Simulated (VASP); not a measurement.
**HfN: single point with PBEsol**

HfN:

```
Hf N
1.0
     0.00000    2.21527    2.21527
     2.21527    0.00000    2.21527
     2.21527    2.21527    0.00000
Hf N
1 1
Cartesian
  0.0000 0.0000 0.0000
  2.2153 2.2153 2.2153
```

```yaml
Program: VASP 6.6.1
Task: single point
Functional: PBEsol
Potentials_or_basis: VASP PAW PBE potentials, release 64 (Hf_pv, N)
Cutoff: 520 eV
k_mesh: 16 × 16 × 16
Occupations: gaussian, width 0.1 eV
Spin: no spin polarisation
Dipole_correction: no
Further_INCAR_settings: ALGO = Normal; EDIFF = 1e-07; NBANDS = 14
```

The pressure is 12.8 GPa and the band gap on the k mesh is zero (an odd number of electrons rules out a gap without spin polarisation).

Levels at points of the mesh, in eV from the Fermi level:
| k point | band 5 | band 6 | band 7 | band 8 | band 9 | band 10 | band 11 | band 12 |
| --- | --- | --- | --- | --- | --- | --- | --- | --- |
| (0.00, 0.00, 0.00) | -3.04 | -3.04 | -3.04 | -0.40 | -0.40 | -0.40 | 2.10 | 2.10 |
| (0.50, 0.00, 0.00) | -9.24 | -6.47 | -6.47 | 3.58 | 4.03 | 4.03 | 4.73 | 9.61 |
| (0.50, 0.50, 0.00) | -5.35 | -4.11 | -3.67 | -3.67 | 4.42 | 6.03 | 6.03 | 6.34 |

Run time: 51 s on 1 thread of Intel Xeon 8259CL, with other jobs on the host, peak memory 0.17 GiB.

Caveat: the cell stands under pressure; the PAW data sets were made with another functional, which shifts forces and pressure a little; spin-orbit coupling is left out, which moves the levels of the heavy elements.
